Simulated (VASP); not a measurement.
# SnO2 (Pbcn) in VASP: further runs, part 2 of 2

VASP 6.6.1. The steps go on from the part before.

### Step 5. Single point, PBE (12.33 Å³/atom)

This run uses another cell than the first one, of 12.33 Å³/atom.

Input file INCAR:

```
SYSTEM = SnO2
PREC = Accurate
ENCUT = 520
EDIFF = 1E-6
ISMEAR = 0
SIGMA = 0.05
LREAL = .False.
LASPH = .True.
NELM = 80
ALGO = Normal
ISIF = 2
LWAVE = .False.
LCHARG = .False.
GGA = PE
NBANDS = 64
```

Input file KPOINTS:

```
regular mesh
0
Gamma
  6 6 6
  0 0 0
```

Input file POSCAR:

```
SnO2
1.0
    4.8224260335      0.0000000000      0.0000000000
    0.0000000000      5.7465568177      0.0000000000
    0.0000000000      0.0000000000      5.3410195083
Sn O
4 8
Direct
    0.5000000000      0.6651654903      0.7500000000
    0.0000000000      0.8348345097      0.2500000000
    0.5000000000      0.3348345097      0.2500000000
    0.0000000000      0.1651654903      0.7500000000
    0.7301204269      0.6070551965      0.0781681516
    0.2301204269      0.8929448035      0.9218318484
    0.7698795731      0.8929448035      0.5781681516
    0.2698795731      0.6070551965      0.4218318484
    0.7301204269      0.3929448035      0.5781681516
    0.2301204269      0.1070551965      0.4218318484
    0.7698795731      0.1070551965      0.0781681516
    0.2698795731      0.3929448035      0.9218318484
```

Potentials or basis: VASP PAW PBE potentials, release 64 (Sn_d, O).

Started as:

```console
$ cat potpaw_PBE.64/Sn_d/POTCAR potpaw_PBE.64/O/POTCAR > POTCAR
$ mpirun -np 1 vasp_std > vasp.out
```

OUTCAR:

```text
SYSTEM = SnO2
   PREC = Accurate
   ENCUT = 520
   EDIFF = 1E-6
   ISMEAR = 0
   LREAL = .False.
   LASPH = .True.
   NELM = 80
   ISIF = 2
   GGA = PE

 ion  position               nearest neighbor table
   1  0.500  0.665  0.750-   6 2.06   7 2.06   5 2.10   8 2.10   9 2.13  12 2.13   3 3.28   3 3.28
                             2 3.73   2 3.73   2 3.73   2 3.73   4 3.75   4 3.75   4 3.75   4 3.75
   2  0.000  0.835  0.250-   5 2.06   8 2.06   7 2.10   6 2.10  10 2.13  11 2.13   4 3.28   4 3.28
                             1 3.73   1 3.73   1 3.73   1 3.73   3 3.75   3 3.75   3 3.75   3 3.75
   3  0.500  0.335  0.250-  10 2.06  11 2.06   9 2.10  12 2.10   5 2.13   8 2.13   1 3.28   1 3.28
                             4 3.73   4 3.73   4 3.73   4 3.73   2 3.75   2 3.75   2 3.75   2 3.75
   4  0.000  0.165  0.750-   9 2.06  12 2.06  11 2.10  10 2.10   6 2.13   7 2.13   2 3.28   2 3.28
                             3 3.73   3 3.73   3 3.73   3 3.73   1 3.75   1 3.75   1 3.75   1 3.75
   5  0.730  0.607  0.078-   2 2.06   1 2.10   3 2.13
   6  0.230  0.893  0.922-   1 2.06   2 2.10   4 2.13
   7  0.770  0.893  0.578-   1 2.06   2 2.10   4 2.13
   8  0.270  0.607  0.422-   2 2.06   1 2.10   3 2.13
   9  0.730  0.393  0.578-   4 2.06   3 2.10   1 2.13
  10  0.230  0.107  0.422-   3 2.06   4 2.10   2 2.13
  11  0.770  0.107  0.078-   3 2.06   4 2.10   2 2.13
  12  0.270  0.393  0.922-   4 2.06   3 2.10   1 2.13

  LATTYP: Found a simple orthorhombic cell.
 ALAT       =     4.8224260335
 B/A-ratio  =     1.1075378806
 C/A-ratio  =     1.1916319250

  Lattice vectors:

 A1 = (  -4.8224260335,   0.0000000000,   0.0000000000)
 A2 = (   0.0000000000,   0.0000000000,   5.3410195083)
 A3 = (   0.0000000000,   5.7465568177,   0.0000000000)

Analysis of symmetry for initial positions (statically):
=====================================================================
 Subroutine PRICEL returns:
 Original cell was already a primitive cell.

 Routine SETGRP: Setting up the symmetry group for a
 simple orthorhombic supercell.

 Subroutine GETGRP returns: Found  8 space group operations
 (whereof  2 operations were pure point group operations)
[... 173 lines left out ...]
 maximum number of plane-waves:      4016
 NGX is ok and might be reduce to    36
   NGX = 17   NGY = 21   NGZ = 19

 number of electron     104.0000083 magnetization

 Free energy of the ion-electron system (eV)
  ---------------------------------------------------
  ext. energy  EPLUGINS =         0.00000000
  ---------------------------------------------------
  free energy    TOTEN  =       -74.38663543 eV

  energy without entropy =      -74.38663543  energy(sigma->0) =      -74.38663543

 E-fermi :   5.7905     XC(G=0): -11.1162

 val. band max:        5.4795870359   @ k =   0.3333   0.0000   0.0000
 cond. band min:       6.4189143530   @ k =   0.0000   0.0000   0.0000
 fundamental gap:      0.9393273171
 Fermi energy:         5.7904509464

 k-point     1 :       0.0000    0.0000    0.0000
  band No.  band energies     occupation
      1     -15.1738      2.00000
      2     -15.0639      2.00000
      3     -14.9948      2.00000
      4     -14.6962      2.00000
      5     -14.6125      2.00000
      6     -14.4785      2.00000
[... 1597 lines left out ...]
     63      15.9884      0.00000
     64      15.9899      0.00000

 [... further k-points ...]

------------------------ aborting loop because EDIFF is reached ----------------------------------------

  FORCE on cell =-STRESS in cart. coord.  units (eV):
  Direction    XX          YY          ZZ          XY          YZ          ZX
  --------------------------------------------------------------------------------------
  -------------------------------------------------------------------------------------
  Total       -0.3320718      2.4051298     -0.7221474      0.0000000      0.0000000     -0.0000000
  in kB       -3.5945552     26.0346449     -7.8169800      0.0000000      0.0000000     -0.0000000
  external PRESSURE =       4.8743699 kB  Pullay stress =       0.0000000 kB

 VOLUME and BASIS-vectors are now :
 -----------------------------------------------------------------------------
  energy-cutoff  :      520.00
  volume of cell :      148.01
      direct lattice vectors                 reciprocal lattice vectors
     4.822426034  0.000000000  0.000000000     0.207364508  0.000000000  0.000000000
     0.000000000  5.746556818  0.000000000     0.000000000  0.174017247  0.000000000
     0.000000000  0.000000000  5.341019508     0.000000000  0.000000000  0.187230172

 POSITION                                       TOTAL-FORCE (eV/Angst)
 -----------------------------------------------------------------------------------
      2.41121      3.82241      4.00576         0.000000      0.034958      0.000000
      0.00000      4.79742      1.33525         0.000000     -0.034958      0.000000
      2.41121      1.92415      1.33525         0.000000     -0.034958      0.000000
      0.00000      0.94913      4.00576         0.000000      0.034958      0.000000
      3.52095      3.48848      0.41750        -0.044983     -0.019300     -0.043228
      1.10974      5.13136      4.92352        -0.044983      0.019300      0.043228
      3.71269      5.13136      3.08801         0.044983      0.019300     -0.043228
      1.30147      3.48848      2.25301         0.044983     -0.019300      0.043228
      3.52095      2.25808      3.08801        -0.044983      0.019300     -0.043228
      1.10974      0.61520      2.25301        -0.044983     -0.019300      0.043228
      3.71269      0.61520      0.41750         0.044983     -0.019300     -0.043228
      1.30147      2.25808      4.92352         0.044983      0.019300      0.043228
 -----------------------------------------------------------------------------------
    total drift:                                0.000000      0.000000     -0.000000

  FREE ENERGIE OF THE ION-ELECTRON SYSTEM (eV)
  ---------------------------------------------------
  free  energy   TOTEN  =       -74.3866354266 eV

  energy  without entropy=      -74.3866354266  energy(sigma->0) =      -74.38663543
```

OSZICAR:

```text
N       E                     dE             d eps       ncg     rms          rms(c)
DAV:   1     0.159254600806E+04    0.15925E+04   -0.48490E+04  9488   0.257E+03
DAV:   2     0.256792324965E+03   -0.13358E+04   -0.12661E+04  8616   0.799E+02
DAV:   3    -0.591363826596E+02   -0.31593E+03   -0.30846E+03  8992   0.279E+02
DAV:   4    -0.858554081935E+02   -0.26719E+02   -0.26435E+02 10264   0.896E+01
DAV:   5    -0.866264684713E+02   -0.77106E+00   -0.76870E+00  9648   0.159E+01    0.219E+01
DAV:   6    -0.741339374220E+02    0.12493E+02   -0.43581E+01 13192   0.709E+01    0.783E+00
DAV:   7    -0.744502303496E+02   -0.31629E+00   -0.50747E+00  9216   0.922E+00    0.464E+00
DAV:   8    -0.744253019528E+02    0.24928E-01   -0.72842E-01 11280   0.570E+00    0.127E+00
DAV:   9    -0.743847885499E+02    0.40513E-01   -0.22013E-01 12288   0.454E+00    0.233E-01
DAV:  10    -0.743863834660E+02   -0.15949E-02   -0.17128E-02 12344   0.987E-01    0.874E-02
DAV:  11    -0.743866281064E+02   -0.24464E-03   -0.13781E-03 11720   0.292E-01    0.265E-02
DAV:  12    -0.743866417232E+02   -0.13617E-04   -0.98794E-05 10200   0.626E-02    0.223E-02
DAV:  13    -0.743866359422E+02    0.57810E-05   -0.35172E-05 10672   0.497E-02    0.258E-03
DAV:  14    -0.743866354266E+02    0.51558E-06   -0.43862E-06  8120   0.102E-02
   1 F= -.74386635E+02 E0= -.74386635E+02  d E =-.494346E-20
```

Wall time 9.6 min (1 thread of Intel Xeon Platinum 8259CL at 2.50GHz (Skylake/Cascade Lake), shared host); peak memory 0.52 GiB.

Results:

```
Free energy            : -74.3866 eV
Pressure               : 0.5 GPa
Largest force          : 0.065 eV/Å
Band gap on the k mesh : 0.94 eV (least direct gap 0.96 eV)
```

Forces in eV/Å, atoms in the order of the input:
```
Sn   0.000  0.035  0.000
Sn   0.000 -0.035  0.000
Sn   0.000 -0.035  0.000
Sn   0.000  0.035  0.000
O   -0.045 -0.019 -0.043
O   -0.045  0.019  0.043
O    0.045  0.019 -0.043
O    0.045 -0.019  0.043
O   -0.045  0.019 -0.043
O   -0.045 -0.019  0.043
O    0.045 -0.019 -0.043
O    0.045  0.019  0.043
```

Levels at points of the mesh, in eV from the valence-band top:
```
           k point  band 48  band 49  band 50  band 51  band 52  band 53  band 54  band 55  band 56  band 57
(0.00, 0.00, 0.00)    -0.63    -0.52    -0.18    -0.11    -0.02     0.94     5.69     5.85     6.59     6.59
(0.50, 0.00, 0.00)    -0.84    -0.25    -0.25    -0.05    -0.05     4.14     4.14     4.84     4.84     8.09
(0.00, 0.50, 0.00)    -1.04    -0.89    -0.89    -0.14    -0.14     3.67     3.67     6.46     6.46     8.44
(0.50, 0.50, 0.00)    -0.67    -0.60    -0.60    -0.23    -0.23     4.55     4.55     5.63     5.63     8.30
(0.00, 0.00, 0.50)    -0.66    -0.29    -0.29    -0.14    -0.14     4.02     4.02     5.77     5.77     7.43
(0.50, 0.00, 0.50)    -0.86    -0.21    -0.21    -0.21    -0.21     4.58     4.58     4.58     4.58     8.01
(0.00, 0.50, 0.50)    -1.14    -0.33    -0.33    -0.33    -0.33     5.10     5.10     5.10     5.10     8.44
(0.50, 0.50, 0.50)    -1.08    -0.38    -0.38    -0.38    -0.38     5.01     5.01     5.01     5.01     8.36
```

Caveat: spin-orbit coupling is left out, which moves the levels of the heavy elements.

### Step 6. Single point, PBE (10.85 Å³/atom)

This run uses another cell than the first one, of 10.85 Å³/atom.

Input file INCAR:

```
PREC = Accurate ; ENCUT = 520
EDIFF = 1E-7 ; ISMEAR = 0
SIGMA = 0.05 ; LREAL = F
LASPH = T ; NELM = 60
ALGO = Normal ; ISIF = 2
LWAVE = F ; LCHARG = F
GGA = PE ; NBANDS = 64
```

Input file KPOINTS:

```
Automatic mesh
0
Gamma
  6 6 6
```

Changes to POSCAR since step 5:

```diff
@@ -2,5 +2,5 @@
 1.0
-    4.8224260335      0.0000000000      0.0000000000
-    0.0000000000      5.7465568177      0.0000000000
-    0.0000000000      0.0000000000      5.3410195083
+    4.4993886513      0.0000000000      0.0000000000
+    0.0000000000      5.8090545807      0.0000000000
+    0.0000000000      0.0000000000      4.9832433707
 Sn O
```

Potentials or basis: VASP PAW PBE potentials, release 64 (Sn_d, O).

Started as:

```console
$ cat potpaw_PBE.64/Sn_d/POTCAR potpaw_PBE.64/O/POTCAR > POTCAR
$ mpirun -np 1 vasp_std > vasp.out
```

Wall time 4.6 min (1 thread of Intel Xeon 6975P-C (Granite Rapids), shared host); peak memory 0.49 GiB.

Results (log left out):

```
Free energy            : -72.4771 eV
Pressure               : 33.7 GPa
Largest force          : 0.927 eV/Å
Band gap on the k mesh : 2.47 eV (least direct gap 2.48 eV)
```

Forces on the atoms (eV/Å):
```
Sn   0.000  0.370  0.000
Sn   0.000 -0.370  0.000
Sn   0.000 -0.370  0.000
Sn   0.000  0.370  0.000
O    0.771 -0.187  0.480
O    0.771  0.187 -0.480
O   -0.771  0.187  0.480
O   -0.771 -0.187 -0.480
O    0.771  0.187  0.480
O    0.771 -0.187 -0.480
O   -0.771 -0.187  0.480
O   -0.771  0.187 -0.480
```

Stress tensor (GPa, compression positive):
```
34.12  0.00  0.00
 0.00 24.47  0.00
 0.00  0.00 42.44
```

Levels at points of the mesh, in eV from the valence-band top:
```
           k point  band 49  band 50  band 51  band 52  band 53  band 54  band 55  band 56
(0.00, 0.00, 0.00)    -0.49    -0.38    -0.04    -0.02     2.47     7.24     7.27     7.37
(0.50, 0.00, 0.00)    -0.36    -0.36    -0.08    -0.08     5.55     5.55     6.38     6.38
(0.00, 0.50, 0.00)    -0.90    -0.90    -0.04    -0.04     5.11     5.11     7.97     7.97
(0.50, 0.50, 0.00)    -0.51    -0.51    -0.13    -0.13     6.08     6.08     7.23     7.23
(0.00, 0.00, 0.50)    -0.33    -0.33    -0.13    -0.13     5.55     5.55     7.29     7.29
(0.50, 0.00, 0.50)    -0.31    -0.31    -0.31    -0.31     6.05     6.05     6.05     6.05
(0.00, 0.50, 0.50)    -0.28    -0.28    -0.28    -0.28     6.66     6.66     6.66     6.66
(0.50, 0.50, 0.50)    -0.32    -0.32    -0.32    -0.32     6.49     6.49     6.49     6.49
```

Caveat: the cell stands under pressure; spin-orbit coupling is left out, which moves the levels of the heavy elements. A k mesh can miss the band edges.

### Step 7. Summary

| cell | gap on the mesh (eV) | pressure (GPa) | largest force (eV/Å) |
| --- | --- | --- | --- |
| a = 4.581, b = 5.350, c = 5.073 Å, 12 atoms | 2.93 | 49.3 | 0.75 |
| a = 4.597, b = 5.818, c = 5.092 Å, 12 atoms | 1.96 | 19.9 | 0.53 |
| a = 4.628, b = 5.740, c = 5.126 Å, 12 atoms | 1.96 | 19.7 | 0.40 |
| a = 4.822, b = 5.747, c = 5.341 Å, 12 atoms | 0.94 | 0.5 | 0.07 |
| a = 4.499, b = 5.809, c = 4.983 Å, 12 atoms | 2.47 | 33.7 | 0.93 |

Alike in all rows: task single point; level PBE; potentials or basis VASP PAW PBE potentials, release 64 (Sn_d, O); no spin polarisation; k mesh 6 × 6 × 6; cutoff (eV) 520; smearing gaussian 0.05 eV.

Caveats: spin-orbit coupling is left out, which moves the levels of the heavy elements; the cell stands under pressure (at least some runs).

Absolute energies hang on the potentials; compare differences alone.
